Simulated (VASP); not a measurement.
**Zr: single point with PBE**

The system is Zr.

```
CELL_PARAMETERS angstrom
-0.94704 1.89408 1.89408
1.89408 -0.94704 1.89408
1.89408 1.89408 -0.94704
ATOMIC_POSITIONS crystal
Zr 0.00000 0.00000 0.00000
```

This isn't the form of Zr at room conditions, which is hcp.

This cell differs from its parent crystal: ratio of the length along [111] to the lengths across it x 0.5, volume and fractional coordinates fixed.

```
Program             : VASP 6.6.1
Task                : single point
Functional          : PBE
Potentials or basis : VASP PAW PBE potentials, release 64 (Zr_sv)
Cutoff              : 520 eV
k mesh              : 20 × 20 × 20
Occupations         : gaussian, width 0.15 eV
Spin                : no spin polarisation
```

```
Pressure               : 5.9 GPa
Band gap on the k mesh : zero (bands 6 and 7 overlap by 2.77 eV)
```

Levels at points of the mesh, in eV from the Fermi level:
| k point | band 2 | band 3 | band 4 | band 5 | band 6 | band 7 | band 8 | band 9 | band 10 | band 11 |
| --- | --- | --- | --- | --- | --- | --- | --- | --- | --- | --- |
| (0.00, 0.00, 0.00) | -25.84 | -25.84 | -25.84 | -5.14 | -1.86 | -1.86 | 6.04 | 6.04 | 6.04 | 13.44 |
| (0.50, 0.00, 0.00) | -27.32 | -25.71 | -25.71 | -1.99 | -0.94 | 0.56 | 2.68 | 2.68 | 6.40 | 10.03 |
| (0.50, 0.50, 0.00) | -27.10 | -27.10 | -25.57 | -3.35 | -0.25 | 3.40 | 3.40 | 5.42 | 5.42 | 8.20 |
| (0.50, 0.50, 0.50) | -26.89 | -26.89 | -26.89 | -1.73 | -1.73 | -1.73 | 6.54 | 8.44 | 8.44 | 11.57 |

Run time: 26 s on 1 thread of Intel(R) Xeon(R) Platinum 8488C (Sapphire Rapids), with other jobs on the host, peak memory 0.19 GiB.

Caveat: the cell stands under pressure.
